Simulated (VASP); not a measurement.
Write the native input for VASP 6.6.1 that does the following.

| Property | Result |
| --- | --- |
| Task | single point |
| Functional | PBEsol |
| Potentials or basis | VASP PAW PBE potentials, release 64 (Ir) |
| Cutoff | 500 eV |
| k mesh | 15 × 15 × 15 |
| Occupations | fermi-dirac, width 0.05 eV |
| Spin | no spin polarisation |
| Dipole correction | no |
| Further INCAR settings | ALGO = Normal; EDIFF = 1e-06; NBANDS = 10 |

The structure of Ir lies in POSCAR:

```
Ir
1.0
    0.0000000000      1.8805114529      1.8805114529
    1.8805114529      0.0000000000      1.8805114529
    1.8805114529      1.8805114529      0.0000000000
Ir
1
Direct
    0.0000000000      0.0000000000      0.0000000000
```

This cell differs from its parent crystal: volume scaled by 0.94.

The input as run:

INCAR

```
SYSTEM = Ir
PREC = Accurate
ENCUT = 500
EDIFF = 1E-6
ISMEAR = -1
SIGMA = 0.05
LREAL = .False.
LASPH = .True.
NELM = 120
ALGO = Normal
ISIF = 2
LWAVE = .False.
LCHARG = .True.
GGA = PS
LELF = .True.
LVHAR = .True.
NBANDS = 10
GGA_COMPAT = .False.
```

KPOINTS

```
regular mesh
0
Gamma
  15 15 15
  0 0 0
```

Potentials or basis: VASP PAW PBE potentials, release 64 (Ir).

Launch:

```bash
$ cat potpaw_PBE.64/Ir/POTCAR > POTCAR
$ mpirun -np 1 vasp_std > vasp.out
```

It gave:

The pressure is 25.7 GPa.

Caveat: the PAW data sets were made with another functional, which shifts forces and pressure a little.

It took 19 s on 1 thread of Intel Xeon 8259CL (shared host), peak memory 0.14 GiB.
